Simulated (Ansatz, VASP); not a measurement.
# Ca2C in VASP and in Ansatz

Contents of INCAR:

```
SYSTEM = Ca2C
PREC     = Accurate       ! precision mode
ENCUT    = 520            ! plane-wave cutoff, eV
EDIFF    = 1E-6           ! SCF threshold, eV
ISMEAR   = 0              ! smearing method
SIGMA    = 0.01           ! smearing width, eV
LREAL    = .FALSE.        ! projectors in reciprocal space
LASPH    = .TRUE.         ! aspherical terms in the spheres
NELM     = 60             ! most SCF steps
ALGO     = Normal         ! electronic algorithm
ISIF     = 2              ! what is computed and relaxed
LWAVE    = .FALSE.        ! write WAVECAR
LCHARG   = .FALSE.        ! write CHGCAR
GGA      = PE             ! functional
NBANDS   = 19             ! bands
```

Contents of KPOINTS:

```
Automatic mesh
0
G
  6 6 6
  0 0 0
```

File POSCAR:

```
Ca2C
1.0
    0.0000000000      3.1728890217      3.1728890217
    3.1728890217      0.0000000000      3.1728890217
    3.1728890217      3.1728890217      0.0000000000
C Ca
1 2
Direct
    0.0000000000      0.0000000000      0.0000000000
    0.2500000000      0.2500000000      0.2500000000
    0.7500000000      0.7500000000      0.7500000000
```

Input for Ansatz:

```yaml
crystal:
  lattice:
    - [0.0, 3.1728890217, 3.1728890217]
    - [3.1728890217, 0.0, 3.1728890217]
    - [3.1728890217, 3.1728890217, 0.0]
  atoms:
    - { symbol: C, position: [0.0, 0.0, 0.0] }
    - { symbol: Ca, position: [0.25, 0.25, 0.25] }
    - { symbol: Ca, position: [0.75, 0.75, 0.75] }
kpoints:
  mp_grid: { grid: [6, 6, 6] }
hamiltonian:
  xc: pbe
scf:
  occupations: { method: fixed }
  n_extra_bands: 4
output:
  forces: true
  stress: true
  eigenvalues: true
```

Alike in both runs: task single point; functional PBE; k mesh 6 × 6 × 6; no spin polarisation.

```csv
,VASP,Ansatz
version,VASP 6.6.1,Ansatz 0.2.0
potentials or method,"VASP PAW PBE potentials, release 64 (C, Ca_sv)","plane waves, PAW"
plane-wave cutoff (eV),520,420
occupations,"gaussian, width 0.01 eV",fixed
valence electrons in the cell,24,24
```

Ansatz gave:

* gap on the k mesh at the Fermi level (eV): 0.25
* pressure (GPa): -1.5

Q: Estimate VASP's values.

A: gap on the k mesh at the Fermi level (eV): 0.25; pressure (GPa): -1.3.
